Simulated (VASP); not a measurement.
# Co (P6_3/mmc) in VASP: further runs, part 2 of 2

VASP 6.6.1.

## Step 4: Single point, PBEsol, collinear spin, ferromagnetic start

This run uses another cell than the first one, of 10.57 Å³/atom.

Contents of INCAR:

```
ALGO     = Normal         # electronic algorithm
EDIFF    = 1E-7           # SCF threshold, eV
ENCUT    = 520            # plane-wave cutoff, eV
GGA      = PS             # functional
ISIF     = 2              # what is computed and relaxed
ISMEAR   = 0              # smearing method
ISPIN    = 2              # spin polarisation
LASPH    = T              # aspherical terms in the spheres
LCHARG   = F              # write CHGCAR
LMAXMIX  = 4              # l up to which the mixer works
LORBIT   = 11             # projections on sites
LREAL    = F              # projectors in reciprocal space
LWAVE    = F              # write WAVECAR
MAGMOM   = 1.79 1.79      # initial moments
NBANDS   = 20             # bands
NELM     = 150            # most SCF steps
PREC     = Accurate       # precision mode
SIGMA    = 0.15           # smearing width, eV
```

Contents of KPOINTS:

```
k-points
0
Gamma
  21 21 12
```

Contents of POSCAR:

```
Co
1.0
    2.4801000000      0.0000000000      0.0000000000
   -1.2400500000      2.1478296039      0.0000000000
    0.0000000000      0.0000000000      3.9673513066
Co
2
Direct
    0.3333333333      0.6666666667      0.2500000000
    0.6666666667      0.3333333333      0.7500000000
```

The run is started by

```console
> cat potpaw_PBE.64/Co/POTCAR > POTCAR
> mpirun -np 1 vasp_std > vasp.out
```

Wall time 2.5 min (1 thread of Intel Xeon Platinum 8488C (Sapphire Rapids), shared host); peak memory 0.29 GiB.

It converged, with:

| Item | Value |
| --- | --- |
| Free energy | -15.4733 eV |
| Pressure | -5.2 GPa |
| Net moment | 3.15 μB per cell |
| Site moments | Co +1.58 μB |
| Valence electrons inside the program's atomic spheres | Co 8.32 |

Stress tensor (GPa, compression positive):
```
-6.26  0.00  0.00
 0.00 -6.26  0.00
 0.00  0.00 -3.12
```

Levels at points of the mesh, in eV from the Fermi level:
Spin up:
| k point | band 7 | band 8 | band 9 | band 10 | band 11 | band 12 | band 13 | band 14 | band 15 | band 16 |
| --- | --- | --- | --- | --- | --- | --- | --- | --- | --- | --- |
| (0.00, 0.00, 0.00) | -2.25 | -1.93 | -1.93 | -0.73 | -0.73 | -0.01 | 6.75 | 22.01 | 24.73 | 24.73 |
| (0.00, 0.00, 0.50) | -2.68 | -2.68 | -1.06 | -1.06 | -1.06 | -1.06 | 15.58 | 15.58 | 22.76 | 22.76 |
Spin down:
```csv
k point,band 3,band 4,band 5,band 6,band 7,band 8,band 9,band 10,band 11,band 12
"(0.00, 0.00, 0.00)",-1.01,-1.01,-0.96,-0.62,-0.62,-0.23,-0.23,0.00,1.08,1.08
"(0.00, 0.00, 0.50)",-1.55,-1.55,-1.09,-1.09,-1.09,-1.09,0.73,0.73,0.73,0.73
```

Caveat: the cell stands under tension; the PAW data sets were made with another functional, which shifts forces and pressure a little.

## Step 5: Single point, PBEsol, collinear spin, ferromagnetic start

This run uses another cell than the first one, of 10.99 Å³/atom.

Contents of INCAR:

```
SYSTEM = Co
ALGO = Normal ; EDIFF = 1E-6
ENCUT = 520 ; GGA = PS
ISIF = 2 ; ISMEAR = 0
ISPIN = 2 ; LASPH = .True.
LCHARG = .False. ; LMAXMIX = 4
LORBIT = 11 ; LREAL = .False.
LWAVE = .False. ; MAGMOM = 1.79 1.79
NBANDS = 20 ; NELM = 150
PREC = Accurate ; SIGMA = 0.15
```

Contents of KPOINTS:

```
k-points
0
Gamma
  21 21 12
  0 0 0
```

POSCAR: that of step 4 with these lines changed.

```diff
@@ -4,3 +4,3 @@
    -1.2400500000      2.1478296039      0.0000000000
-    0.0000000000      0.0000000000      3.9673513066
+    0.0000000000      0.0000000000      4.1260000000
 Co
```

The run is started by

```console
> cat potpaw_PBE.64/Co/POTCAR > POTCAR
> mpirun -np 1 vasp_std > vasp.out
```

It took 1.7 min on 1 thread of Intel Xeon 6975P-C (Granite Rapids), shared host; peak memory 0.3 GiB.

Results (log left out):

| Quantity | Value |
| --- | --- |
| Free energy | -15.4159 eV |
| Pressure | -12.8 GPa |
| Net moment | 3.23 μB per cell |
| Site moments | Co +1.63 μB |
| Valence electrons inside the program's atomic spheres | Co 8.25 |

Stress tensor (GPa, compression positive):
```
-10.20   0.00   0.00
  0.00 -10.20   0.00
  0.00   0.00 -17.86
```

Levels at points of the mesh, in eV from the Fermi level:
Spin up:
```csv
k point,band 9,band 10,band 11,band 12,band 13,band 14
"(0.00, 0.00, 0.00)",-1.84,-0.85,-0.85,-0.45,5.80,22.17
"(0.00, 0.00, 0.50)",-1.15,-1.15,-1.15,-1.15,14.09,14.09
```
Spin down:
```csv
k point,band 4,band 5,band 6,band 7,band 8,band 9,band 10,band 11
"(0.00, 0.00, 0.00)",-0.94,-0.94,-0.62,-0.62,-0.44,-0.06,-0.06,1.03
"(0.00, 0.00, 0.50)",-1.63,-0.97,-0.97,-0.97,-0.97,0.70,0.70,0.70
```

Caveat: the stress differs along the axes, from -18 to -10 GPa; the PAW data sets were made with another functional, which shifts forces and pressure a little.

## Step 6: Single point, PBEsol, collinear spin, ferromagnetic start

This run uses another cell than the first one, of 10.99 Å³/atom.

Contents of INCAR:

```
ALGO = Normal
EDIFF = 1E-6
ENCUT = 520
GGA = PS
ISIF = 2
ISMEAR = 0
ISPIN = 2
LASPH = T
LCHARG = F
LMAXMIX = 4
LORBIT = 11
LREAL = F
LWAVE = F
MAGMOM = 1.79 1.79
NBANDS = 20
NELM = 150
PREC = Accurate
SIGMA = 0.15
```

Contents of KPOINTS:

```
k-points
0
Gamma
  21 21 12
```

Contents of POSCAR:

```
Co
1.0
    2.5292000000      0.0000000000      0.0000000000
   -1.2646000000      2.1903514513      0.0000000000
    0.0000000000      0.0000000000      3.9673513066
Co
2
Direct
    0.3333333333      0.6666666667      0.2500000000
    0.6666666667      0.3333333333      0.7500000000
```

Potentials or basis: VASP PAW PBE potentials, release 64 (Co).

The run is started by

```console
> cat potpaw_PBE.64/Co/POTCAR > POTCAR
> mpirun -np 1 vasp_std > vasp.out
```

It took 2 min on 1 thread of Intel Xeon 6975P-C (Granite Rapids), shared host; peak memory 0.3 GiB.

Results (log left out):

| Quantity | Value |
| --- | --- |
| Free energy | -15.4154 eV |
| Pressure | -12.7 GPa |
| Net moment | 3.22 μB per cell |
| Site moments | Co +1.63 μB |
| Valence electrons inside the program's atomic spheres | Co 8.25 |

Stress tensor (GPa, compression positive):
```
-15.31   0.00   0.00
  0.00 -15.31   0.00
  0.00   0.00  -7.46
```

Levels at points of the mesh, in eV from the Fermi level:
Spin up:
| k point | band 9 | band 10 | band 11 | band 12 | band 13 | band 14 |
| --- | --- | --- | --- | --- | --- | --- |
| (0.00, 0.00, 0.00) | -1.98 | -0.78 | -0.78 | 0.24 | 6.69 | 21.43 |
| (0.00, 0.00, 0.50) | -1.09 | -1.09 | -1.09 | -1.09 | 15.64 | 15.64 |
Spin down:
```csv
k point,band 4,band 5,band 6,band 7,band 8,band 9,band 10,band 11
"(0.00, 0.00, 0.00)",-0.93,-0.76,-0.53,-0.53,-0.27,-0.27,0.24,1.06
"(0.00, 0.00, 0.50)",-1.36,-1.04,-1.04,-1.04,-1.04,0.73,0.73,0.73
```

Caveat: the stress differs along the axes, from -15 to -7 GPa; the PAW data sets were made with another functional, which shifts forces and pressure a little.

## Step 7: The runs side by side

```tsv
cell	gap on the mesh (eV)	pressure (GPa)	moment (μB)
a = 2.415, b = 2.415, c = 3.835 Å, angles 90.0, 90.0, 120.0°, 2 atoms	none	18.5	3.02
a = 2.431, b = 2.431, c = 4.126 Å, angles 90.0, 90.0, 120.0°, 2 atoms	none	-4.3	3.18
a = 2.480, b = 2.480, c = 3.967 Å, angles 90.0, 90.0, 120.0°, 2 atoms	none	-5.2	3.15
a = 2.480, b = 2.480, c = 4.126 Å, angles 90.0, 90.0, 120.0°, 2 atoms	none	-12.8	3.23
a = 2.529, b = 2.529, c = 3.967 Å, angles 90.0, 90.0, 120.0°, 2 atoms	none	-12.7	3.22
```

Alike in all rows: task single point; level PBEsol; potentials or basis VASP PAW PBE potentials, release 64 (Co); spin collinear, ferromagnetic start; k mesh 21 × 21 × 12; cutoff (eV) 520; smearing gaussian 0.15 eV.

Caveats: the PAW data sets were made with another functional, which shifts forces and pressure a little; the stress differs along the axes, from 16 to 23 GPa (at least some runs); the stress differs along the axes, from -14 to 1 GPa (at least some runs); the cell stands under tension (at least some runs); the stress differs along the axes, from -18 to -10 GPa (at least some runs); the stress differs along the axes, from -15 to -7 GPa (at least some runs).

Total energies depend on the potentials used, so only differences within one code and one set of settings carry meaning.
